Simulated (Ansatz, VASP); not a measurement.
# One calculation of GaAs, two programs

```xyz
2
Lattice="0.0000 2.8268 2.8834 2.8268 0.0000 2.8834 2.8268 2.8268 0.0000" Properties=species:S:1:pos:R:3 pbc="T T T"
Ga    0.0000    0.0000    0.0000
As    4.2403    4.2403    4.3251
```

Change from the starting cell: zz strain of +2 %.

Alike in both runs: task single point; functional PBE; k mesh 11 × 11 × 11; occupations fermi-dirac, width 0.05 eV; no spin polarisation.

|  | VASP | Ansatz |
| --- | --- | --- |
| version | VASP 6.6.1 | Ansatz 0.2.0 |
| potentials or method | VASP PAW PBE potentials, release 64 (Ga_d, As), cutoff 520 eV | all-electron LAPW, scalar-relativistic |

|  | VASP | Ansatz | Ansatz less VASP |
| --- | --- | --- | --- |
| pressure (GPa) | 2.0 | 1.9 | -0.18 |
| traceless stress, the component that is largest in VASP (GPa) | -0.80 | -0.80 | -0.004 |

Ansatz ran all-electron here, and VASP with PAW potentials.
